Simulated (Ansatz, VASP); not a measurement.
## SnSe2: VASP beside Ansatz

Contents of INCAR:

```
SYSTEM = SnSe2
PREC = Accurate
ENCUT = 520
EDIFF = 1E-7
ISMEAR = 0
SIGMA = 0.05
LREAL = .False.
LASPH = .True.
NELM = 80
ALGO = Normal
ISIF = 2
LWAVE = .False.
LCHARG = .False.
GGA = PE
NBANDS = 20
```

File KPOINTS:

```
Automatic mesh
0
Gamma
  12 12 6
  0 0 0
```

File POSCAR:

```
SnSe2
1.0
    3.8109987816      0.0000000000      0.0000000000
   -1.9054993908      3.0528901267      0.0000000000
    0.0000000000      0.0000000000      6.1370000000
Sn Se
1 2
Direct
    0.0000000000      0.0000000000      0.0000000000
    0.3333333333      0.6666666667      0.2500000000
    0.6666666667      0.3333333333      0.7500000000
```

Input for Ansatz:

```yaml
crystal:
  lattice:
    - [3.8109987816, 0.0, 0.0]
    - [-1.9054993908, 3.0528901267, 0.0]
    - [0.0, 0.0, 6.137]
  atoms:
    - { symbol: Sn, position: [0.0, 0.0, 0.0] }
    - { symbol: Se, position: [0.3333333333, 0.6666666667, 0.25] }
    - { symbol: Se, position: [0.6666666667, 0.3333333333, 0.75] }
basis:
  ecutwfc: 420
kpoints:
  mp_grid: { grid: [12, 12, 6] }
hamiltonian:
  xc: pbe
scf:
  occupations: { method: gaussian, width: 0.05 }
output:
  forces: true
  stress: true
  eigenvalues: true
```

Change from the starting cell: strain -0.0750 x Voigt [0, 1, 0, 0, 0, 0], atoms carried along.

Alike in both runs: task single point; functional PBE; k mesh 12 × 12 × 6; occupations gaussian, width 0.05 eV; no spin polarisation.

|  | VASP | Ansatz |
| --- | --- | --- |
| version | VASP 6.6.1 | Ansatz 0.2.0 |
| potentials or method | VASP PAW PBE potentials, release 64 (Sn_d, Se), cutoff 520 eV | scalar-relativistic, plane waves, PAW |
| valence electrons in the cell | 26 | 46 |

VASP gave:

| Item | Value |
| --- | --- |
| gap on the k mesh at the Fermi level (eV) | 0.35 |
| least direct gap on the mesh (eV) | 1.34 |
| pressure (GPa) | 13.3 |
| traceless stress, the component that is largest in VASP (GPa) | 4.37 |
| rms of the force components (eV/Å) | 0.677 |

Estimate Ansatz's values.

gap on the k mesh at the Fermi level (eV): 0.35; least direct gap on the mesh (eV): 1.35; pressure (GPa): 13.2; traceless stress, the component that is largest in VASP (GPa): 4.39; rms of the force components (eV/Å): 0.666.

Atom by atom the forces differ by 0.011 eV/Å (rms over components). VASP's potentials hold 26 valence electrons a cell and Ansatz's 46, so a difference there can come from the potentials and not from the codes.
